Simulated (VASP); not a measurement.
# BeS (r.bp) (F-43m) in VASP: single point with PBE

Aim: the single point of BeS (r.bp) with PBE.

All numbers are computed with VASP 6.6.1; they aren't measurements. Logs are shortened: lines on timing, memory, paths and dates and some standing lists are left out, and cuts for length are marked.

**1. The cell of the first run**

Symmetry: F-43m, No. 216, cubic system. Conventional cell: a = 4.858 Å, b = 4.858 Å, c = 4.858 Å, α = 90.00°, β = 90.00°, γ = 90.00°. Within 2.8 Å of Be (site symmetry -43m) lie 4 S at 2.10 Å. S (site symmetry -43m) has 4 Be at 2.10 Å within 2.8 Å.

**2. Single point, PBE**

The input, INCAR:

```
PREC = Accurate
ENCUT = 600
EDIFF = 1E-6
ISMEAR = 0
SIGMA = 0.02
LREAL = F
LASPH = T
NELM = 120
ALGO = Normal
ISIF = 2
LWAVE = F
LCHARG = F
GGA = PE
NBANDS = 11
GGA_COMPAT = F
```

The input, KPOINTS:

```
regular mesh
0
Gamma
  8 8 8
```

The input, POSCAR:

```
BeS
1.0
    0.0000000000      2.4289411108      2.4289411108
    2.4289411108      0.0000000000      2.4289411108
    2.4289411108      2.4289411108      0.0000000000
Be S
1 1
Direct
    0.0000000000      0.0000000000      0.0000000000
    0.2500000000      0.2500000000      0.2500000000
```

Potentials or basis: VASP PAW PBE potentials, release 64 (Be, S).

Run with:

```
$ cat potpaw_PBE.64/Be/POTCAR potpaw_PBE.64/S/POTCAR > POTCAR
$ mpirun -np 1 vasp_std > vasp.out
```

OUTCAR:

```text
PREC = Accurate
   ENCUT = 600
   EDIFF = 1E-6
   ISMEAR = 0
   LREAL = F
   LASPH = T
   NELM = 120
   ISIF = 2
   GGA = PE

 ion  position               nearest neighbor table
   1  0.000  0.000  0.000-   2 2.10   2 2.10   2 2.10   2 2.10
   2  0.250  0.250  0.250-   1 2.10   1 2.10   1 2.10   1 2.10

  LATTYP: Found a face centered cubic cell.
 ALAT       =     4.8578822216

  Lattice vectors:

 A1 = (   0.0000000000,   2.4289411108,   2.4289411108)
 A2 = (   2.4289411108,   0.0000000000,   2.4289411108)
 A3 = (   2.4289411108,   2.4289411108,   0.0000000000)

Analysis of symmetry for initial positions (statically):
=====================================================================
 Subroutine PRICEL returns:
 Original cell was already a primitive cell.

 Routine SETGRP: Setting up the symmetry group for a
 face centered cubic supercell.

 Subroutine GETGRP returns: Found 24 space group operations
 (whereof 24 operations were pure point group operations)
 out of a pool of 48 trial point group operations.

The static configuration has the point symmetry T_d .

Analysis of symmetry for dynamics (positions and initial velocities):
=====================================================================
 Subroutine PRICEL returns:
 Original cell was already a primitive cell.

 Routine SETGRP: Setting up the symmetry group for a
 face centered cubic supercell.

 Subroutine GETGRP returns: Found 24 space group operations
 (whereof 24 operations were pure point group operations)
 out of a pool of 48 trial point group operations.

The dynamic configuration has the point symmetry T_d .

 Subroutine INISYM returns: Found 24 space group operations
 (whereof 24 operations are pure point group operations),
 and found     1 'primitive' translations

----------------------------------------------------------------------------------------

                                     Primitive cell

  volume of cell :      28.6603

  direct lattice vectors                    reciprocal lattice vectors
     0.000000000  2.428941111  2.428941111    -0.205851018  0.205851018  0.205851018
     2.428941111  0.000000000  2.428941111     0.205851018 -0.205851018  0.205851018
     2.428941111  2.428941111  0.000000000     0.205851018  0.205851018 -0.205851018

  length of vectors
     3.435041461  3.435041461  3.435041461     0.356544422  0.356544422  0.356544422

  position of ions in fractional coordinates (direct lattice)
     0.000000000  0.000000000  0.000000000
     0.250000000  0.250000000  0.250000000

  ion indices of the primitive-cell ions
   primitive index   ion index
                 1           1
                 2           2

----------------------------------------------------------------------------------------

 KPOINTS: regular mesh

Automatic generation of k-mesh.
 Grid dimensions read from file:
 generate k-points for:    8    8    8

 Generating k-lattice:

  Cartesian coordinates                     Fractional coordinates (reciprocal lattice)
    -0.025731377  0.025731377  0.025731377     0.125000000  0.000000000  0.000000000
     0.025731377 -0.025731377  0.025731377     0.000000000  0.125000000  0.000000000
     0.025731377  0.025731377 -0.025731377     0.000000000  0.000000000  0.125000000

  Length of vectors
     0.044568053  0.044568053  0.044568053

  Shift w.r.t. Gamma in fractional coordinates (k-lattice)
     0.000000000  0.000000000  0.000000000

 Subroutine IBZKPT returns following result:
 ===========================================

 Found     29 irreducible k-points:

 Following reciprocal coordinates:
            Coordinates               Weight
  0.000000  0.000000  0.000000      1.000000
  0.125000  0.000000  0.000000      8.000000
  0.250000  0.000000  0.000000      8.000000
  0.375000  0.000000  0.000000      8.000000
  0.500000  0.000000  0.000000      4.000000
  0.125000  0.125000  0.000000      6.000000
[... 16 lines left out ...]
  0.500000  0.250000  0.125000     48.000000
 -0.375000  0.250000  0.125000     24.000000
 [... further k-points ...]
   k-points           NKPTS =     29   k-points in BZ     NKDIM =     29   number of bands    NBANDS=     11
   number of dos      NEDOS =    301   number of ions     NIONS =      2
   total plane-waves  NPLWV =  21952
   dimension x,y,z NGX =    28 NGY =   28 NGZ =   28
   dimension x,y,z NGXF=    56 NGYF=   56 NGZF=   56
   ions per type =               1   1
   NGX,Y,Z   is equivalent  to a cutoff of  13.55, 13.55, 13.55 a.u.
   NGXF,Y,Z  is equivalent  to a cutoff of  27.10, 27.10, 27.10 a.u.
 SYSTEM =  unknown system
   PREC   = accura    normal or accurate (medium, high low for compatibility)
   ISTART =      0    job   : 0-new  1-cont  2-samecut
   ICHARG =      2    charge: 1-file 2-atom 10-const
   ISPIN  =      1    spin polarized calculation?
   LNONCOLLINEAR =      F non collinear calculations
   LSORBIT =      F    spin-orbit coupling
   LASPH  =      T    aspherical Exc in radial PAW
   ENCUT  =  600.0 eV  44.10 Ry    6.64 a.u.   6.86  6.86  6.86*2*pi/ulx,y,z
   NELM   =    120;   NELMIN=  2; NELMDL= -5     # of ELM steps
   EDIFF  = 0.1E-05   stopping-criterion for ELM
   LREAL  =      F    real-space projection
   EDIFFG = 0.1E-04   stopping-criterion for IOM
   NSW    =      0    number of steps for IOM
   IBRION =     -1    ionic relax: 0-MD 1-quasi-New 2-CG
   NFREE  =      0    steps in history (QN), initial steepest desc. (CG)
   ISIF   =      2    stress and relaxation
   ISYM   =      2    0-nonsym 1-usesym 2-fastsym
   POTIM  = 0.5000    time-step for ionic-motion
   TEBEG  =    0.0;   TEEND  =   0.0 temperature during run
   PSTRESS=    0.0 pullay stress
   NELECT =       8.0000    total number of electrons
   NUPDOWN=      -1.0000    fix difference up-down
   EMIN   =  10.00;   EMAX   =-10.00  energy-range for DOS
   EFERMI =   0.00;   METHOD = LEGACY
   ISMEAR =     0;   SIGMA  =   0.02  broadening in eV -4-tet -1-fermi 0-gaus
   EFERMI_NEDOS =   21; number of points for ismear=-14 and -15
   IALGO  =     38    algorithm
   IMIX   =      4    mixing-type and parameters
     AMIX     =   0.40;   BMIX     =  1.00
     AMIX_MAG =   1.60;   BMIX_MAG =  1.00
  volume/ion in A,a.u.               =      14.33        96.70
  Fermi-wavevector in a.u.,A,eV,Ry     =   1.069903  2.021824 15.574493  1.144693
  Thomas-Fermi vector in A             =   2.205597
   LORBIT       =      0    0 simple, 1 ext, 2 COOP (PROOUT), +10 PAW based schemes
   GGA     = PE    functional components
   LHFCALC =     F    Hartree Fock is set to
   AEXX    =    0.0000 exact exchange contribution
   IVDW    =     0    specifies the selected vdW correction
   LEPSILON=     F    determine dielectric tensor
   LRPA    =     F    only Hartree local field effects (RPA)
 non-spin polarized calculation
 Gauss-broadening in eV      SIGMA  =   0.02
  energy-cutoff  :      600.00
  volume of cell :       28.66
 maximum number of plane-waves:       982
   NGX = 13   NGY = 13   NGZ = 13

 number of electron       7.9999999 magnetization

 Free energy of the ion-electron system (eV)
  ---------------------------------------------------
  ext. energy  EPLUGINS =         0.00000000
  ---------------------------------------------------
  free energy    TOTEN  =       -10.01238207 eV

  energy without entropy =      -10.01238207  energy(sigma->0) =      -10.01238207

 E-fermi :   4.2141     XC(G=0):  -9.7106

 val. band max:        4.1243477929   @ k =   0.0000   0.0000   0.0000
 cond. band min:       7.2461811918   @ k =   0.5000   0.5000   0.0000
 fundamental gap:      3.1218333989
 Fermi energy:         4.2140707367

 k-point     1 :       0.0000    0.0000    0.0000
  band No.  band energies     occupation
      1      -9.5354      2.00000
      2       4.1243      2.00000
      3       4.1243      2.00000
      4       4.1243      2.00000
      5       9.7961      0.00000
      6       9.7961      0.00000
      7       9.7961      0.00000
      8       9.9693      0.00000
      9      16.9284      0.00000
     10      16.9284      0.00000
     11      18.9595      0.00000

 k-point     2 :       0.1250    0.0000    0.0000
  band No.  band energies     occupation
      1      -9.3592      2.00000
      2       2.9290      2.00000
      3       3.9267      2.00000
      4       3.9267      2.00000
      5       9.7209      0.00000
      6      10.1502      0.00000
      7      10.1502      0.00000
      8      11.2548      0.00000
      9      16.2429      0.00000
     10      16.2429      0.00000
     11      18.8156      0.00000

 k-point     3 :       0.2500    0.0000    0.0000
  band No.  band energies     occupation
      1      -8.8741      2.00000
      2       0.8358      2.00000
      3       3.5319      2.00000
      4       3.5319      2.00000
      5       9.6667      0.00000
      6      10.6931      0.00000
      7      10.6931      0.00000
      8      13.3612      0.00000
      9      16.0048      0.00000
     10      16.0048      0.00000
     11      18.3657      0.00000

 k-point     4 :       0.3750    0.0000    0.0000
  band No.  band energies     occupation
      1      -8.2585      2.00000
      2      -0.9144      2.00000
      3       3.2133      2.00000
      4       3.2133      2.00000
      5       9.6108      0.00000
      6      10.7619      0.00000
      7      10.7619      0.00000
      8      14.8791      0.00000
      9      17.3514      0.00000
     10      17.3514      0.00000
     11      18.5209      0.00000
[... 239 lines left out ...]
 k-point    22 :       0.3750    0.2500    0.1250
  band No.  band energies     occupation
      1      -8.4779      2.00000
      2       0.6029      2.00000
      3       1.9930      2.00000
      4       3.0120      2.00000
      5       9.6529      0.00000
      6      11.4064      0.00000
      7      11.6253      0.00000
      8      12.6715      0.00000
      9      15.7224      0.00000
     10      18.5236      0.00000
     11      20.0481      0.00000

 k-point    23 :       0.5000    0.2500    0.1250
  band No.  band energies     occupation
      1      -7.9367      2.00000
      2      -0.5498      2.00000
      3       1.4592      2.00000
      4       2.5432      2.00000
      5      10.1245      0.00000
      6      10.9412      0.00000
      7      12.5786      0.00000
      8      13.3994      0.00000
      9      16.7408      0.00000
     10      18.5023      0.00000
     11      20.5696      0.00000

 k-point    24 :      -0.3750    0.2500    0.1250
  band No.  band energies     occupation
      1      -7.6652      2.00000
      2      -1.1002      2.00000
      3       1.3644      2.00000
      4       2.2992      2.00000
      5      10.2263      0.00000
      6      10.7036      0.00000
      7      13.2395      0.00000
      8      14.6216      0.00000
      9      15.5593      0.00000
     10      19.4220      0.00000
     11      20.0680      0.00000

 [... further k-points ...]
[... 5 lines left out ...]
  --------------------------------------------------------------------------------------
  -------------------------------------------------------------------------------------
  Total        0.1989868      0.1989868      0.1989868     -0.0000000     -0.0000000     -0.0000000
  in kB       11.1238174     11.1238174     11.1238174     -0.0000000     -0.0000000     -0.0000000
  external PRESSURE =      11.1238174 kB  Pullay stress =       0.0000000 kB

 VOLUME and BASIS-vectors are now :
 -----------------------------------------------------------------------------
  energy-cutoff  :      600.00
  volume of cell :       28.66
      direct lattice vectors                 reciprocal lattice vectors
     0.000000000  2.428941111  2.428941111    -0.205851018  0.205851018  0.205851018
     2.428941111  0.000000000  2.428941111     0.205851018 -0.205851018  0.205851018
     2.428941111  2.428941111  0.000000000     0.205851018  0.205851018 -0.205851018

 POSITION                                       TOTAL-FORCE (eV/Angst)
 -----------------------------------------------------------------------------------
      0.00000      0.00000      0.00000         0.000000     -0.000000     -0.000000
      1.21447      1.21447      1.21447        -0.000000      0.000000      0.000000
 -----------------------------------------------------------------------------------
    total drift:                               -0.000000     -0.000000      0.000000

  FREE ENERGIE OF THE ION-ELECTRON SYSTEM (eV)
  ---------------------------------------------------
  free  energy   TOTEN  =       -10.0123820671 eV

  energy  without entropy=      -10.0123820671  energy(sigma->0) =      -10.01238207
```

Wall time 12 s (1 thread of Intel Xeon Platinum 8488C (Sapphire Rapids), shared host); peak memory 0.15 GiB.

What came out:

* Free energy: -10.0124 eV
* Pressure: 1.1 GPa
* Band gap on the k mesh: 3.12 eV, indirect (least direct gap 5.67 eV)

A k mesh can miss the band edges. PBE gaps usually lie below the measured ones, often by a third to a half.
